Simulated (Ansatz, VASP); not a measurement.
# Two plane-wave programs on C

The input INCAR:

```
SYSTEM = C
PREC = Accurate
ENCUT = 600
EDIFF = 1E-6
ISMEAR = 0
SIGMA = 0.02
LREAL = .False.
LASPH = .True.
NELM = 60
ALGO = Normal
ISIF = 3
LWAVE = .False.
LCHARG = .False.
GGA = CA
IBRION = 2
NSW = 100
EDIFFG = -0.005
```

The input KPOINTS:

```
Automatic mesh
0
Gamma
  18 18 18
  0 0 0
```

The input POSCAR:

```
C
1.0
    0.0000000000      2.1171581298      3.3687394280
    1.2224696866      0.0000000000      3.3687394280
    1.2224696866      2.1171581298      0.0000000000
C
2
Direct
    0.1667410834      0.8332589166      0.1667410834
    0.8332589166      0.1667410834      0.8332589166
```

Input for Ansatz:

```yaml
crystal:
  lattice:
    - [0.0, 2.11715813, 3.3687394299]
    - [1.2224696867, 0.0, 3.3687394299]
    - [1.2224696867, 2.11715813, 0.0]
  atoms:
    - { symbol: C, position: [0.1667410834, 0.8332589166, 0.1667410834] }
    - { symbol: C, position: [0.8332589166, 0.1667410834, 0.8332589166] }
basis:
  ecutwfc: 420
kpoints:
  mp_grid: { grid: [18, 18, 18] }
hamiltonian:
  xc: lda
scf:
  occupations: { method: gaussian, width: 0.02 }
output:
  forces: true
  stress: true
  eigenvalues: true
relax:
  adjacent_minimum: "off"
  f_tol: 0.005
  max_steps: 80
  cell: { stress_tol: 0.05 }
```

Alike in both runs: task relaxation of cell and atoms; functional LDA; k mesh 18 × 18 × 18; occupations gaussian, width 0.02 eV; no spin polarisation.

|  | VASP | Ansatz |
| --- | --- | --- |
| version | VASP 6.6.1 | Ansatz 0.2.0 |
| potentials or method | VASP PAW LDA potentials, release 64 (C), cutoff 600 eV | scalar-relativistic, plane waves, PAW |
| valence electrons in the cell | 8 | 8 |

|  | VASP | Ansatz | Ansatz less VASP |
| --- | --- | --- | --- |
| gap on the k mesh at the Fermi level, each at its own relaxed structure (eV) | 0.09 | 0.08 | -0.006 |
| relaxed volume (Å³/atom) | 8.60 | 8.70 | +0.092 |
| relaxed cell length with the largest relative difference (Å) | 3.539 | 3.575 | +0.0361 |

LDA's correlation is that of Perdew and Zunger in VASP and of Perdew and Wang (1992) in Ansatz.
